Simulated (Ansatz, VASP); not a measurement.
# B4As3N: VASP beside Ansatz

Contents of INCAR:

```
SYSTEM = B4As3N
PREC = Accurate ; ENCUT = 520
EDIFF = 1E-7 ; ISMEAR = -1
SIGMA = 0.02 ; LREAL = .FALSE.
LASPH = .TRUE. ; NELM = 80
ALGO = Normal ; ISIF = 2
LWAVE = .FALSE. ; LCHARG = .TRUE.
GGA = PE ; LELF = .TRUE.
LVHAR = .TRUE. ; NBANDS = 26
```

File KPOINTS:

```
Automatic mesh
0
G
  8 8 8
  0 0 0
```

The input POSCAR:

```
B4As3N
1.0
   -2.2610268787      2.2610268787      4.4492876299
    2.2610268787     -2.2610268787      4.4492876299
    2.2610268787      2.2610268787     -4.4492876299
N B As
1 4 3
Direct
    0.0000000000      0.0000000000      0.0000000000
    0.6857709925      0.6857709925      0.5939923286
    0.9082213362      0.3142290075      0.0000000000
    0.0917786638      0.0917786638      0.4060076714
    0.3142290075      0.9082213362      0.0000000000
    0.2500000000      0.7500000000      0.5000000000
    0.5000000000      0.5000000000      0.0000000000
    0.7500000000      0.2500000000      0.5000000000
```

Input for Ansatz:

```yaml
crystal:
  lattice:
    - [-2.2610268787, 2.2610268787, 4.4492876299]
    - [2.2610268787, -2.2610268787, 4.4492876299]
    - [2.2610268787, 2.2610268787, -4.4492876299]
  atoms:
    - { symbol: "N", position: [0.0, 0.0, 0.0] }
    - { symbol: B, position: [0.6857709925, 0.6857709925, 0.5939923286] }
    - { symbol: As, position: [0.25, 0.75, 0.5] }
    - { symbol: B, position: [0.9082213362, 0.3142290075, 0.0] }
    - { symbol: As, position: [0.5, 0.5, 0.0] }
    - { symbol: B, position: [0.0917786638, 0.0917786638, 0.4060076714] }
    - { symbol: As, position: [0.75, 0.25, 0.5] }
    - { symbol: B, position: [0.3142290075, 0.9082213362, 0.0] }
kpoints:
  mp_grid: { grid: [8, 8, 8] }
  band_path:
    path:
      - [[0.0, 0.0, 0.0], [9.552595548485e-18, -9.552595548485e-18, 0.5], [0.25, 0.25, 0.25], [6.037444653485e-17, 0.5, -6.037444653485e-17], [0.0, 0.0, 0.0], [0.5, 0.5, -0.5], [0.3145610365769, 0.6854389634231, -0.3145610365769]]
      - [[-0.3145610365769, 0.3145610365769, 0.3145610365769], [0.0, 0.0, 0.0]]
      - [[9.552595548485e-18, -9.552595548485e-18, 0.5], [-0.1291220731537, 0.1291220731537, 0.5]]
      - [[0.5, 0.5, -0.1291220731537], [0.5, 0.5, -0.5]]
    npoints: 10
hamiltonian:
  xc: pbe
scf:
  occupations: { method: fermi_dirac, width: 0.02 }
  n_extra_bands: 6
output:
  forces: true
  stress: true
  eigenvalues: true
```

Alike in both runs: task single point; functional PBE; k mesh 8 × 8 × 8; occupations fermi-dirac, width 0.02 eV; no spin polarisation.

```csv
,VASP,Ansatz
version,VASP 6.6.1,Ansatz 0.2.0
potentials or method,"VASP PAW PBE potentials, release 64 (N, B, As)","plane waves, PAW"
plane-wave cutoff (eV),520,420
valence electrons in the cell,32,62
```

|  | VASP | Ansatz | Ansatz less VASP |
| --- | --- | --- | --- |
| gap on the k mesh at the Fermi level (eV) | 1.23 | 1.24 | +0.007 |
| pressure (GPa) | 2.8 | 2.1 | -0.66 |
| rms of the force components (eV/Å) | 0.088 | 0.065 | -0.0228 |

VASP's potentials hold 32 valence electrons a cell and Ansatz's 62, so a difference there can come from the potentials and not from the codes.
